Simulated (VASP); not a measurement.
**SrTiO3: single point with r2SCAN+U**

The system is SrTiO3.

```
CELL_PARAMETERS angstrom
3.91771 0.00000 0.00000
0.00000 3.91771 0.00000
0.23506 0.00000 3.91771
ATOMIC_POSITIONS crystal
Sr 0.00000 0.00000 0.00000
Ti 0.50000 0.50000 0.50000
O 0.50000 0.00000 0.50000
O 0.50000 0.50000 0.00000
O 0.00000 0.50000 0.50000
```

This cell differs from its parent crystal: shear of c along a, cell held: +6.0 %.

```json
{
  "Program": "VASP 6.6.1",
  "Task": "single point",
  "Functional": "r2SCAN",
  "Potentials or basis": "VASP PAW PBE potentials, release 64 (Sr_sv, Ti_sv, O_h)",
  "Cutoff": "910 eV",
  "k mesh": "6 × 6 × 6",
  "Occupations": "gaussian, width 0.02 eV",
  "Spin": "no spin polarisation",
  "Hubbard terms": "Ti d U = 4.0 eV",
  "Dipole correction": "no",
  "Further INCAR settings": "ALGO = Normal; EDIFF = 1e-06; NBANDS = 28"
}
```

```yaml
Pressure: 3.1 GPa
Band_gap_on_the_k_mesh: 2.66 eV (least direct gap 2.95 eV)
```

Stress tensor (GPa, compression positive):
```
 2.93  0.00 -7.33
 0.00  3.14  0.00
-7.33  0.00  3.33
```

Levels at points of the mesh, in eV from the valence-band top:
```csv
k point,band 16,band 17,band 18,band 19,band 20,band 21,band 22,band 23,band 24,band 25
"(0.00, 0.00, 0.00)",-1.24,-1.16,-0.62,-0.51,-0.29,2.66,2.74,2.89,4.52,4.53
"(0.50, 0.00, 0.00)",-2.29,-2.28,-2.06,-0.90,-0.89,2.97,4.49,4.61,4.64,6.74
"(0.00, 0.50, 0.00)",-2.32,-2.27,-2.02,-1.17,-0.57,2.96,4.54,4.56,4.65,6.75
"(0.50, 0.50, 0.00)",-2.77,-2.00,-1.66,-1.64,-0.15,4.59,4.61,5.13,5.49,8.48
"(0.00, 0.00, 0.50)",-2.27,-2.26,-2.06,-0.89,-0.89,2.97,4.49,4.60,4.63,6.74
"(0.50, 0.00, 0.50)",-2.68,-2.01,-1.71,-1.64,-0.09,4.52,4.70,5.10,5.52,8.43
"(0.00, 0.50, 0.50)",-2.75,-2.00,-1.67,-1.65,-0.15,4.57,4.61,5.12,5.51,8.47
"(0.50, 0.50, 0.50)",-3.71,-3.59,-0.10,-0.02,0.00,5.25,5.30,5.39,7.27,7.52
```

Eigenvalues of the final occupation matrices:
```tsv
site	spin	trace	eigenvalues
site 2 d	1	0.78	0.09 0.09 0.10 0.25 0.25
site 2 d	2	0.78	0.09 0.09 0.10 0.25 0.25
```

Wall time 6.4 min on 1 thread of Intel(R) Xeon(R) 6975P-C (Granite Rapids) (shared host), peak memory 0.48 GiB.

Caveat: the cell differs from its parent crystal (shear of c along a, cell held: +6.0 %); the cutoff is under 1.25 times the usual one of these potentials, so pressure, stress and relaxed cells hold a basis-set (Pulay) error; the cell stands under pressure; the PAW data sets were made with another functional, which shifts forces and pressure a little. A k mesh can miss the band edges.
